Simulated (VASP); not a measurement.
# TlAs2 (P4/nmm) in VASP: a series of runs

Runs on TlAs2. Level: PBE. Tasks: single point.

All numbers are computed with VASP 6.6.1; they aren't measurements. Logs are shortened: lines on timing, memory, paths and dates and some standing lists are left out, and cuts for length are marked.

### 1 The cell of the first run

Symmetry: P4/nmm, No. 129, tetragonal system. Conventional cell: a = 4.409 Å, b = 4.409 Å, c = 6.727 Å, α = 90.00°, β = 90.00°, γ = 90.00°. Within 3.9 Å of Tl (site symmetry 4mm) lie 10 As at 2.89 to 3.83 Å. As (site symmetry -4m2) has 8 As at 2.86 to 3.12 Å and 4 Tl at 2.99 Å within 3.8 Å. Within 3.9 Å of As (site symmetry 4mm) lie 4 As at 2.86 Å and 6 Tl at 2.89 to 3.83 Å.

### 2 Single point, PBE

INCAR

```
ALGO     = Normal         # electronic algorithm
EDIFF    = 1E-6           # SCF threshold, eV
ENCUT    = 520            # plane-wave cutoff, eV
GGA      = PE             # functional
ISIF     = 2              # what is computed and relaxed
ISMEAR   = 0              # smearing method
LASPH    = True           # aspherical terms in the spheres
LCHARG   = False          # write CHGCAR
LREAL    = False          # projectors in reciprocal space
LWAVE    = False          # write WAVECAR
NBANDS   = 32             # bands
NELM     = 80             # most SCF steps
PREC     = Accurate       # precision mode
SIGMA    = 0.1            # smearing width, eV
```

KPOINTS

```
k-points
0
Gamma
  4 4 4
```

POSCAR

```
TlAs2
1.0
    4.4091377433      0.0000000000      0.0000000000
    0.0000000000      4.4091377433      0.0000000000
    0.0000000000      0.0000000000      6.7274694375
Tl As
2 4
Direct
    0.0000000000      0.5000000000      0.7000000000
    0.5000000000      0.0000000000      0.3000000000
    0.0000000000      0.0000000000      0.0000000000
    0.5000000000      0.5000000000      0.0000000000
    0.0000000000      0.5000000000      0.2700000000
    0.5000000000      0.0000000000      0.7300000000
```

Potentials or basis: VASP PAW PBE potentials, release 64 (Tl_d, As).

Run with:

```sh
$ cat potpaw_PBE.64/Tl_d/POTCAR potpaw_PBE.64/As/POTCAR > POTCAR
$ mpirun -np 1 vasp_std > vasp.out
```

OUTCAR:

```text
EDIFF = 1E-6
   ENCUT = 520
   GGA = PE
   ISIF = 2
   ISMEAR = 0
   LASPH = True
   LREAL = False
   NELM = 80
   PREC = Accurate

 ion  position               nearest neighbor table
   1  0.000  0.500  0.700-   5 2.89   4 2.99   3 2.99   3 2.99   4 2.99   6 3.12   6 3.12   6 3.12
                             6 3.12   2 4.12   2 4.12   2 4.12   2 4.12
   2  0.500  0.000  0.300-   6 2.89   4 2.99   3 2.99   4 2.99   3 2.99   5 3.12   5 3.12   5 3.12
                             5 3.12   1 4.12   1 4.12   1 4.12   1 4.12
   3  0.000  0.000  0.000-   5 2.86   6 2.86   5 2.86   6 2.86   1 2.99   1 2.99   2 2.99   2 2.99

   4  0.500  0.500  0.000-   5 2.86   6 2.86   6 2.86   5 2.86   2 2.99   1 2.99   1 2.99   2 2.99

   5  0.000  0.500  0.270-   3 2.86   4 2.86   3 2.86   4 2.86   1 2.89   2 3.12   2 3.12   2 3.12
                             2 3.12
   6  0.500  0.000  0.730-   3 2.86   4 2.86   4 2.86   3 2.86   2 2.89   1 3.12   1 3.12   1 3.12
                             1 3.12

  LATTYP: Found a simple tetragonal cell.
 ALAT       =     4.4091377433
 C/A-ratio  =     1.5258016032

  Lattice vectors:

 A1 = (   4.4091377433,   0.0000000000,   0.0000000000)
 A2 = (   0.0000000000,   4.4091377433,   0.0000000000)
 A3 = (   0.0000000000,   0.0000000000,   6.7274694375)

Analysis of symmetry for initial positions (statically):
=====================================================================
 Subroutine PRICEL returns:
 Original cell was already a primitive cell.

 Routine SETGRP: Setting up the symmetry group for a
 simple tetragonal supercell.

 Subroutine GETGRP returns: Found 16 space group operations
 (whereof  8 operations were pure point group operations)
 out of a pool of 16 trial point group operations.

The static configuration has the point symmetry D_2d.
 The point group associated with its full space group is D_4h.

Analysis of symmetry for dynamics (positions and initial velocities):
=====================================================================
 Subroutine PRICEL returns:
 Original cell was already a primitive cell.

 Routine SETGRP: Setting up the symmetry group for a
 simple tetragonal supercell.

 Subroutine GETGRP returns: Found 16 space group operations
 (whereof  8 operations were pure point group operations)
 out of a pool of 16 trial point group operations.

The dynamic configuration has the point symmetry D_2d.
 The point group associated with its full space group is D_4h.

 Subroutine INISYM returns: Found 16 space group operations
 (whereof  8 operations are pure point group operations),
 and found     1 'primitive' translations

----------------------------------------------------------------------------------------

                                     Primitive cell

  volume of cell :     130.7853

  direct lattice vectors                    reciprocal lattice vectors
     4.409137743  0.000000000  0.000000000     0.226801715  0.000000000  0.000000000
     0.000000000  4.409137743  0.000000000     0.000000000  0.226801715  0.000000000
     0.000000000  0.000000000  6.727469437     0.000000000  0.000000000  0.148644302

  length of vectors
     4.409137743  4.409137743  6.727469437     0.226801715  0.226801715  0.148644302

  position of ions in fractional coordinates (direct lattice)
     0.000000000  0.500000000  0.700000000
     0.500000000  0.000000000  0.300000000
     0.000000000  0.000000000  0.000000000
     0.500000000  0.500000000  0.000000000
     0.000000000  0.500000000  0.270000000
     0.500000000  0.000000000  0.730000000

  ion indices of the primitive-cell ions
   primitive index   ion index
                 1           1
                 2           2
                 3           3
                 4           4
                 5           5
                 6           6

----------------------------------------------------------------------------------------

 KPOINTS: k-points

Automatic generation of k-mesh.
 Grid dimensions read from file:
 generate k-points for:    4    4    4

 Generating k-lattice:

  Cartesian coordinates                     Fractional coordinates (reciprocal lattice)
     0.056700429  0.000000000  0.000000000     0.250000000  0.000000000  0.000000000
     0.000000000  0.056700429  0.000000000     0.000000000  0.250000000  0.000000000
     0.000000000  0.000000000  0.037161076     0.000000000  0.000000000  0.250000000

  Length of vectors
     0.056700429  0.056700429  0.037161076

  Shift w.r.t. Gamma in fractional coordinates (k-lattice)
     0.000000000  0.000000000  0.000000000

 Subroutine IBZKPT returns following result:
 ===========================================

 Found     18 irreducible k-points:

 Following reciprocal coordinates:
            Coordinates               Weight
  0.000000  0.000000  0.000000      1.000000
  0.250000  0.000000  0.000000      4.000000
  0.500000  0.000000  0.000000      2.000000
  0.250000  0.250000  0.000000      4.000000
  0.500000  0.250000  0.000000      4.000000
  0.500000  0.500000  0.000000      1.000000
[... 10 lines left out ...]
  0.500000  0.250000  0.500000      4.000000
  0.500000  0.500000  0.500000      1.000000
   k-points           NKPTS =     18   k-points in BZ     NKDIM =     18   number of bands    NBANDS=     32
   number of dos      NEDOS =    301   number of ions     NIONS =      6
   total plane-waves  NPLWV =  64800
   dimension x,y,z NGX =    36 NGY =   36 NGZ =   50
   dimension x,y,z NGXF=    72 NGYF=   72 NGZF=  100
   ions per type =               2   4
   NGX,Y,Z   is equivalent  to a cutoff of  13.57, 13.57, 12.36 a.u.
   NGXF,Y,Z  is equivalent  to a cutoff of  27.15, 27.15, 24.71 a.u.
 SYSTEM =  unknown system
   PREC   = accura    normal or accurate (medium, high low for compatibility)
   ISTART =      0    job   : 0-new  1-cont  2-samecut
   ICHARG =      2    charge: 1-file 2-atom 10-const
   ISPIN  =      1    spin polarized calculation?
   LNONCOLLINEAR =      F non collinear calculations
   LSORBIT =      F    spin-orbit coupling
   LASPH  =      T    aspherical Exc in radial PAW
   ENCUT  =  520.0 eV  38.22 Ry    6.18 a.u.   8.20  8.20 12.51*2*pi/ulx,y,z
   NELM   =     80;   NELMIN=  2; NELMDL= -5     # of ELM steps
   EDIFF  = 0.1E-05   stopping-criterion for ELM
   LREAL  =      F    real-space projection
   EDIFFG = 0.1E-04   stopping-criterion for IOM
   NSW    =      0    number of steps for IOM
   IBRION =     -1    ionic relax: 0-MD 1-quasi-New 2-CG
   NFREE  =      0    steps in history (QN), initial steepest desc. (CG)
   ISIF   =      2    stress and relaxation
   ISYM   =      2    0-nonsym 1-usesym 2-fastsym
   POTIM  = 0.5000    time-step for ionic-motion
   TEBEG  =    0.0;   TEEND  =   0.0 temperature during run
   PSTRESS=    0.0 pullay stress
   NELECT =      46.0000    total number of electrons
   NUPDOWN=      -1.0000    fix difference up-down
   EMIN   =  10.00;   EMAX   =-10.00  energy-range for DOS
   EFERMI =   0.00;   METHOD = LEGACY
   ISMEAR =     0;   SIGMA  =   0.10  broadening in eV -4-tet -1-fermi 0-gaus
   EFERMI_NEDOS =   21; number of points for ismear=-14 and -15
   IALGO  =     38    algorithm
   IMIX   =      4    mixing-type and parameters
     AMIX     =   0.40;   BMIX     =  1.00
     AMIX_MAG =   1.60;   BMIX_MAG =  1.00
  volume/ion in A,a.u.               =      21.80       147.10
  Fermi-wavevector in a.u.,A,eV,Ry     =   1.155601  2.183768 18.169393  1.335413
  Thomas-Fermi vector in A             =   2.292228
   LORBIT       =      0    0 simple, 1 ext, 2 COOP (PROOUT), +10 PAW based schemes
   GGA     = PE    functional components
   LHFCALC =     F    Hartree Fock is set to
   AEXX    =    0.0000 exact exchange contribution
   IVDW    =     0    specifies the selected vdW correction
   LEPSILON=     F    determine dielectric tensor
   LRPA    =     F    only Hartree local field effects (RPA)
 non-spin polarized calculation
 Gauss-broadening in eV      SIGMA  =   0.10
  energy-cutoff  :      520.00
  volume of cell :      130.79
 maximum number of plane-waves:      3549
 NGX is ok and might be reduce to    36
   NGX = 17   NGY = 17   NGZ = 25

 number of electron      45.9999997 magnetization

 Free energy of the ion-electron system (eV)
  ---------------------------------------------------
  ext. energy  EPLUGINS =         0.00000000
  ---------------------------------------------------
  free energy    TOTEN  =       -20.13409994 eV

  energy without entropy =      -20.10455672  energy(sigma->0) =      -20.11932833

 E-fermi :   6.7909     XC(G=0): -10.5269

 val. band max:        6.7266351836   @ k =   0.2500   0.2500   0.0000
 cond. band min:       6.7939393764   @ k =   0.2500   0.2500   0.2500
 fundamental gap:      0.0673041928
 Fermi energy:         6.7909493059

 k-point     1 :       0.0000    0.0000    0.0000
  band No.  band energies     occupation
      1      -7.8143      2.00000
      2      -5.6402      2.00000
      3      -4.9781      2.00000
      4      -4.7905      2.00000
      5      -4.7905      2.00000
      6      -4.7514      2.00000
[... 24 lines left out ...]
     31      12.1575      0.00000
     32      12.1575      0.00000

 k-point     2 :       0.2500    0.0000    0.0000
  band No.  band energies     occupation
      1      -7.4028      2.00000
      2      -5.5566      2.00000
      3      -5.0704      2.00000
      4      -4.7731      2.00000
      5      -4.7702      2.00000
      6      -4.7566      2.00000
[... 24 lines left out ...]
     31      11.2694      0.00000
     32      11.6888      0.00000
[... 523 lines left out ...]
     31      11.8355      0.00000
     32      11.8355      0.00000

 k-point    18 :       0.5000    0.5000    0.5000
  band No.  band energies     occupation
      1      -5.5582      2.00000
      2      -5.5582      2.00000
      3      -5.5024      2.00000
      4      -5.5024      2.00000
      5      -4.7967      2.00000
      6      -4.7967      2.00000
[... 24 lines left out ...]
     31      13.4197      0.00000
     32      13.4197      0.00000

------------------------ aborting loop because EDIFF is reached ----------------------------------------

  FORCE on cell =-STRESS in cart. coord.  units (eV):
  Direction    XX          YY          ZZ          XY          YZ          ZX
  --------------------------------------------------------------------------------------
  -------------------------------------------------------------------------------------
  Total        7.3338181      7.3338181      7.3209862      0.0000000      0.0000000      0.0000000
  in kB       89.8424628     89.8424628     89.6852671      0.0000000      0.0000000      0.0000000
  external PRESSURE =      89.7900642 kB  Pullay stress =       0.0000000 kB

 VOLUME and BASIS-vectors are now :
 -----------------------------------------------------------------------------
  energy-cutoff  :      520.00
  volume of cell :      130.79
      direct lattice vectors                 reciprocal lattice vectors
     4.409137743  0.000000000  0.000000000     0.226801715  0.000000000  0.000000000
     0.000000000  4.409137743  0.000000000     0.000000000  0.226801715  0.000000000
     0.000000000  0.000000000  6.727469437     0.000000000  0.000000000  0.148644302

 POSITION                                       TOTAL-FORCE (eV/Angst)
 -----------------------------------------------------------------------------------
      0.00000      2.20457      4.70923         0.000000      0.000000     -0.938365
      2.20457      0.00000      2.01824         0.000000     -0.000000      0.938365
      0.00000      0.00000      0.00000         0.000000      0.000000      0.000000
      2.20457      2.20457      0.00000         0.000000     -0.000000      0.000000
      0.00000      2.20457      1.81642         0.000000     -0.000000     -0.586299
      2.20457      0.00000      4.91105        -0.000000     -0.000000      0.586299
 -----------------------------------------------------------------------------------
    total drift:                                0.000000      0.000000     -0.000000

  FREE ENERGIE OF THE ION-ELECTRON SYSTEM (eV)
  ---------------------------------------------------
  free  energy   TOTEN  =       -20.1340999352 eV

  energy  without entropy=      -20.1045567199  energy(sigma->0) =      -20.11932833
```

It took 44 s on 1 thread of AMD EPYC 9R45 (Zen 5), shared host; peak memory 0.23 GiB.

Results:

```yaml
Free_energy: -20.1341 eV
Pressure: 9.0 GPa
Largest_force: 0.938 eV/Å
Band_gap_on_the_k_mesh: zero (bands 23 and 24 overlap by 3.56 eV)
```

Forces on the atoms (eV/Å):
```
Tl   0.000  0.000 -0.938
Tl   0.000  0.000  0.938
As   0.000  0.000  0.000
As   0.000  0.000  0.000
As   0.000  0.000 -0.586
As   0.000  0.000  0.586
```

Caveat: the cell stands under pressure; spin-orbit coupling is left out, which moves the levels of the heavy elements.

(Continued in part 2 of 2.)

The gap in the log of VASP goes by the Fermi energy; the results here count the filled bands.